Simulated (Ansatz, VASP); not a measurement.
**Two plane-wave programs on PbS**

INCAR

```
  PREC = Accurate
  ENCUT = 400
  EDIFF = 1E-8
  ISMEAR = -1
  SIGMA = 0.01
  LREAL = False
  LASPH = True
  NELM = 200
  ALGO = Normal
  ISIF = 2
  LWAVE = False
  LCHARG = False
  LNONCOLLINEAR = True
  MAGMOM = 0 0 0 0 0 0
  LORBIT = 11
  LSORBIT = True
  GGA_COMPAT = False
  LORBMOM = True
  GGA = PE
  LEFG = True
  NBANDS = 32
```

File KPOINTS:

```
Automatic mesh
0
Gamma
  8 8 8
```

POSCAR

```
PbS
1.0
    0.0000000000      2.9650000000      2.9650000000
    2.9650000000      0.0000000000      2.9650000000
    2.9650000000      2.9650000000      0.0000000000
Pb S
1 1
Direct
    0.0000000000      0.0000000000      0.0000000000
    0.5000000000      0.5000000000      0.5000000000
```

Input for Ansatz:

```yaml
crystal:
  lattice:
    - [0.0, 2.965, 2.965]
    - [2.965, 0.0, 2.965]
    - [2.965, 2.965, 0.0]
  atoms:
    - { symbol: Pb, position: [0.0, 0.0, 0.0] }
    - { symbol: S, position: [0.5, 0.5, 0.5] }
kpoints:
  mp_grid: { grid: [8, 8, 8] }
  band_path:
    path:
      - [0.0, 0.0, 0.0]
      - [0.5, 0.0, 0.5]
      - [0.625, 0.25, 0.625]
      - [0.375, 0.375, 0.75]
      - [0.0, 0.0, 0.0]
      - [0.5, 0.5, 0.5]
      - [0.5, 0.25, 0.75]
      - [0.5, 0.0, 0.5]
    npoints: 5
scf:
  occupations: { method: fermi_dirac, width: 0.01 }
hamiltonian:
  xc: pbe
  pseudopotentials: { kind: paw_fr }
output:
  forces: true
  stress: true
  eigenvalues: true
  efg: { contact_densities: true }
magnetization:
  noncollinear: true
  spin_orbit: true
```

Alike in both runs: task electric field gradients; functional PBE; k mesh 8 × 8 × 8; occupations fermi-dirac, width 0.01 eV; non-collinear spin, spin-orbit coupling.

|  | VASP | Ansatz |
| --- | --- | --- |
| version | VASP 6.6.1 | Ansatz 0.2.0 |
| potentials or method | VASP PAW PBE potentials, release 64 (Pb_d, S) | PAW with Ansatz's default frozen-core files, fully relativistic files with spin-orbit coupling |
| plane-wave cutoff (eV) | 400 | 420 |
| valence electrons in the cell | 20 | 20 |

Ansatz gave:

- pressure (GPa): 1.8
- net moment per atom (μB): 0.00

Task: What did VASP give for the same quantities?

Result: Pressure (GPa): 1.9; net moment per atom (μB): 0.00.
